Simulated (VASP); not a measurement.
Runs of VASP 6.6.1 on ZnS. The structure is that of space group R3m (No. 160), or close to it. The cells are those of the table. 

```tsv
cell	gap on the mesh (eV)	pressure (GPa)	largest force (eV/Å)
a = 9.542 Å, angles 22.9°, 6 atoms	(b)	0.4	0.01
a = 9.795 Å, angles 22.9°, 6 atoms	1.81	-4.9	0.02
a = 9.733 Å, angles 22.9°, 6 atoms	1.89	-3.8	0.02
a = 9.670 Å, angles 22.9°, 6 atoms	1.97	-2.5	0.01
a = 9.411 Å, angles 22.9°, 6 atoms	2.34	(a)	0.01
a = 9.477 Å, angles 22.9°, 6 atoms	2.24	2.2	0.01
```

Alike in all rows: task single point; level PBEsol; potentials or basis VASP PAW PBE potentials, release 64 (Zn, S); no spin polarisation; k mesh 6 × 6 × 6; cutoff (eV) 520; smearing gaussian 0.01 eV.

Fill in the values left out.

(a) 4.1; (b) 2.15.

Caveats: the PAW data sets were made with another functional, which shifts forces and pressure a little; the cell stands under tension (at least some runs); the cell stands under pressure (at least some runs).

A k mesh can miss the band edges.
